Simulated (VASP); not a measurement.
# NaI (I-4m2) in VASP: further runs, part 3 of 3

VASP 6.6.1. The steps go on from the part before.

## (5) Single point, r2SCAN (uniaxial z strain +5.7%)

POSCAR

```
NaI
1.0
    0.0000000000      3.5431916338      3.7440905994
    3.5431916338      0.0000000000      3.7440905994
    3.5431916338      3.5431916338      0.0000000000
Na I
1 1
Direct
    0.0000000000      0.0000000000      0.0000000000
    0.2500000000      0.2500000000      0.2500000000
```

INCAR.step1

```
SYSTEM = NaI
PREC = Accurate
ENCUT = 520
ISMEAR = 0
SIGMA = 0.01
LREAL = .FALSE.
LASPH = .TRUE.
NELM = 60
NBANDS = 14
GGA = PE
ALGO = Normal
EDIFF = 1E-4
LWAVE = .TRUE.
LCHARG = .FALSE.
```

INCAR.step2

```
SYSTEM = NaI
PREC = Accurate
ENCUT = 520
EDIFF = 1E-6
ISMEAR = 0
SIGMA = 0.01
LREAL = .FALSE.
LASPH = .TRUE.
NELM = 60
ALGO = Normal
ISIF = 2
LWAVE = .FALSE.
LCHARG = .FALSE.
METAGGA = R2SCAN
LMIXTAU = .TRUE.
NBANDS = 14
ISTART = 1
```

KPOINTS

```
regular mesh
0
G
  6 6 6
  0 0 0
```

Potentials or basis: VASP PAW PBE potentials, release 64 (Na_pv, I).

On the command line:

```
$ cat potpaw_PBE.64/Na_pv/POTCAR potpaw_PBE.64/I/POTCAR > POTCAR
$ cp INCAR.step1 INCAR
$ mpirun -np 1 vasp_std > vasp.out
$ cp INCAR.step2 INCAR
$ mpirun -np 1 vasp_std > vasp.out
```

OUTCAR:

```text
SYSTEM = NaI
   PREC = Accurate
   ENCUT = 520
   EDIFF = 1E-6
   ISMEAR = 0
   LREAL = .FALSE.
   LASPH = .TRUE.
   NELM = 60
   ISIF = 2
   METAGGA = R2SCAN
   ISTART = 1

 ion  position               nearest neighbor table
   1  0.000  0.000  0.000-   2 3.13   2 3.13   2 3.13   2 3.13
   2  0.250  0.250  0.250-   1 3.13   1 3.13   1 3.13   1 3.13

  LATTYP: Found a body centered tetragonal cell.
 ALAT       =     5.0108296626
 C/A-ratio  =     1.4943994713

  Lattice vectors:

 A1 = (  -3.5431916338,   0.0000000000,   3.7440905994)
 A2 = (   3.5431916338,   0.0000000000,   3.7440905994)
 A3 = (   0.0000000000,   3.5431916338,  -3.7440905994)

Analysis of symmetry for initial positions (statically):
=====================================================================
 Subroutine PRICEL returns:
 Original cell was already a primitive cell.

 Routine SETGRP: Setting up the symmetry group for a
 body centered tetragonal supercell.

 Subroutine GETGRP returns: Found  8 space group operations
 (whereof  8 operations were pure point group operations)
 out of a pool of 16 trial point group operations.

The static configuration has the point symmetry D_2d.

Analysis of symmetry for dynamics (positions and initial velocities):
=====================================================================
 Subroutine PRICEL returns:
 Original cell was already a primitive cell.

 Routine SETGRP: Setting up the symmetry group for a
 body centered tetragonal supercell.

 Subroutine GETGRP returns: Found  8 space group operations
 (whereof  8 operations were pure point group operations)
 out of a pool of 16 trial point group operations.

The dynamic configuration has the point symmetry D_2d.

 Subroutine INISYM returns: Found  8 space group operations
 (whereof  8 operations are pure point group operations),
 and found     1 'primitive' translations

----------------------------------------------------------------------------------------

                                     Primitive cell

  volume of cell :      94.0082

[... 113 lines left out ...]
   METAGGA = R2SCAN    functional components
   LHFCALC =     F    Hartree Fock is set to
   AEXX    =    0.0000 exact exchange contribution
   IVDW    =     0    specifies the selected vdW correction
   LEPSILON=     F    determine dielectric tensor
   LRPA    =     F    only Hartree local field effects (RPA)
 non-spin polarized calculation
 Gauss-broadening in eV      SIGMA  =   0.01
  energy-cutoff  :      520.00
  volume of cell :       94.01
 maximum number of plane-waves:      2554
 NGX is ok and might be reduce to    40
   NGX = 19   NGY = 19   NGZ = 19

 number of electron      13.9999990 magnetization

 Free energy of the ion-electron system (eV)
  ---------------------------------------------------
  ext. energy  EPLUGINS =         0.00000000
  ---------------------------------------------------
  free energy    TOTEN  =       -30.90515828 eV

  energy without entropy =      -30.90515828  energy(sigma->0) =      -30.90515828

 E-fermi :  -1.6184     XC(G=0):  -6.5915

 val. band max:       -1.6827198994   @ k =   0.0000   0.0000   0.0000
 cond. band min:       2.6193242474   @ k =   0.0000   0.0000   0.0000
 fundamental gap:      4.3020441469
 Fermi energy:        -1.6184292430

 k-point     1 :       0.0000    0.0000    0.0000
  band No.  band energies     occupation
      1     -24.7051      2.00000
      2     -24.7050      2.00000
      3     -24.7001      2.00000
      4     -12.3724      2.00000
      5      -1.7523      2.00000
      6      -1.6827      2.00000
      7      -1.6827      2.00000
      8       2.6193      0.00000
      9       6.7187      0.00000
     10       6.8033      0.00000
     11       6.8034      0.00000
     12       8.1245      0.00000
     13       8.7611      0.00000
     14       9.8599      0.00000
[... 377 lines left out ...]
      1     -24.7068      2.00000
      2     -24.7057      2.00000
      3     -24.7006      2.00000
      4     -12.2245      2.00000
      5      -2.6135      2.00000
      6      -2.1799      2.00000
      7      -2.0463      2.00000
      8       4.2407      0.00000
      9       5.3529      0.00000
     10       6.9459      0.00000
     11       7.9962      0.00000
     12       8.7741      0.00000
     13      10.1246      0.00000
     14      10.7428      0.00000

 [... further k-points ...]
[... 5 lines left out ...]
  --------------------------------------------------------------------------------------
  -------------------------------------------------------------------------------------
  Total       -0.3353399     -0.3353399     -0.4161795      0.0000000     -0.0000000      0.0000000
  in kB       -5.7151837     -5.7151837     -7.0929302      0.0000000     -0.0000000      0.0000000
  external PRESSURE =      -6.1744325 kB  Pullay stress =       0.0000000 kB

 VOLUME and BASIS-vectors are now :
 -----------------------------------------------------------------------------
  energy-cutoff  :      520.00
  volume of cell :       94.01
      direct lattice vectors                 reciprocal lattice vectors
     0.000000000  3.543191634  3.744090599    -0.141115709  0.141115709  0.133543777
     3.543191634  0.000000000  3.744090599     0.141115709 -0.141115709  0.133543777
     3.543191634  3.543191634  0.000000000     0.141115709  0.141115709 -0.133543777

 POSITION                                       TOTAL-FORCE (eV/Angst)
 -----------------------------------------------------------------------------------
      0.00000      0.00000      0.00000        -0.000000     -0.000000     -0.000000
      1.77160      1.77160      1.87205         0.000000      0.000000      0.000000
 -----------------------------------------------------------------------------------
    total drift:                                0.000004      0.000004     -0.000008

  FREE ENERGIE OF THE ION-ELECTRON SYSTEM (eV)
  ---------------------------------------------------
  free  energy   TOTEN  =       -30.9051582777 eV

  energy  without entropy=      -30.9051582777  energy(sigma->0) =      -30.90515828
```

It took 2 min on 1 thread of Intel Xeon Platinum 8488C (Sapphire Rapids), shared host; peak memory 0.27 GiB.

What came out:

```
Free energy            : -30.9052 eV
Pressure               : -0.6 GPa
Band gap on the k mesh : 4.30 eV, direct
```

Caveat: the cell differs from its parent crystal (uniaxial z strain +5.7%); the PAW data sets were made with another functional, which shifts forces and pressure a little; spin-orbit coupling is left out, which moves the levels of the heavy elements.

## (6) Summary

| level | cell | smearing | gap on the mesh (eV) | pressure (GPa) |
| --- | --- | --- | --- | --- |
| PBE | a = 5.048, b = 5.048, c = 4.909 Å, angles 60.9, 60.9, 58.2°, 2 atoms | fermi-dirac 0.02 eV | 3.80 | 0.5 |
| PBE | a = 5.155, b = 5.155, c = 5.011 Å, angles 60.9, 60.9, 58.2°, 2 atoms | fermi-dirac 0.02 eV | 3.70 | -0.2 |
| r2SCAN | a = 5.048, b = 5.048, c = 4.909 Å, angles 60.9, 60.9, 58.2°, 2 atoms | gaussian 0.01 eV | 4.41 | 0.0 |
| r2SCAN | a = 5.155, b = 5.155, c = 5.011 Å, angles 60.9, 60.9, 58.2°, 2 atoms | gaussian 0.01 eV | 4.30 | -0.6 |

Alike in all rows: task single point; potentials or basis VASP PAW PBE potentials, release 64 (Na_pv, I); no spin polarisation; k mesh 6 × 6 × 6; cutoff (eV) 520.

Caveats: spin-orbit coupling is left out, which moves the levels of the heavy elements; the PAW data sets were made with another functional, which shifts forces and pressure a little (some runs).

Absolute energies hang on the potentials; compare differences alone.
